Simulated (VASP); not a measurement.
Zn2SnN:

```
Zn Sn N
1.0
     4.03255    0.00000    0.00000
    -2.01627    3.49229    0.00000
     0.00000    0.00000    9.51912
Zn Sn N
2 1 1
Cartesian
  0.0000 0.0000 7.7791
  0.0000 0.0000 1.7400
  0.0000 0.0000 4.7596
  0.0000 0.0000 0.0000
```

The cell was built from a structure type or drawn by symmetry, and may not be a known phase.

| Item | Value |
| --- | --- |
| Program | VASP 6.6.1 |
| Task | relaxation of cell and atoms |
| Functional | PBE |
| Potentials or basis | VASP PAW PBE potentials, release 64 (Zn, Sn_d, N) |
| Cutoff | 600 eV |
| k mesh | 6 × 6 × 2 |
| Occupations | gaussian, width 0.1 eV |
| Spin | no spin polarisation |

At the start: pressure -3.9 GPa; volume 33.51 Å³/atom.

Problem. How do energy, volume and symmetry change on relaxing?

Solution. Over 13 steps the energy falls by 366.2 meV/atom and the volume is 20.40 Å³/atom (-39.1 %); space group P6/mmm (No. 191, to 0.1 Å) before and after.

Step by step:
```
step  energy change (eV)  largest force (eV/Å)  pressure (GPa)  volume (Å³)
   1              0.0000                1.9414           -3.94       134.06
   2             -0.6871                1.3620           -3.76       118.70
   3             -1.1290                0.2660            1.21        97.05
   4             -1.1454                0.3509           -0.77       101.86
   5             -1.1518                0.1568           -0.15       100.15
   6             -1.2324                1.3418           -3.52        95.81
   7             -1.2394                1.0489           -2.79        96.95
   8             -1.3577                0.8785           -2.38        91.21
   9             -1.4452                0.6097           -1.31        83.90
  10             -1.4515                0.4711           -0.83        81.31
  11             -1.4546                0.1750            1.56        81.00
  12             -1.4626                0.1374            0.41        81.14
  13             -1.4647                0.0393            0.20        81.59
```

Final structure:
```xyz
4
Lattice="3.2697 0.0000 0.0000 -1.6349 2.8317 0.0000 0.0000 0.0000 8.8121" Properties=species:S:1:pos:R:3 pbc="T T T"
Zn    0.0000    0.0000    7.0126
Zn   -1.6349    2.8317    1.7994
Sn    0.0000    0.0000    4.4060
N     0.0000    0.0000    0.0000
```

Caveat: the volume moved by over 15 % at a fixed basis, so the end points are rough.
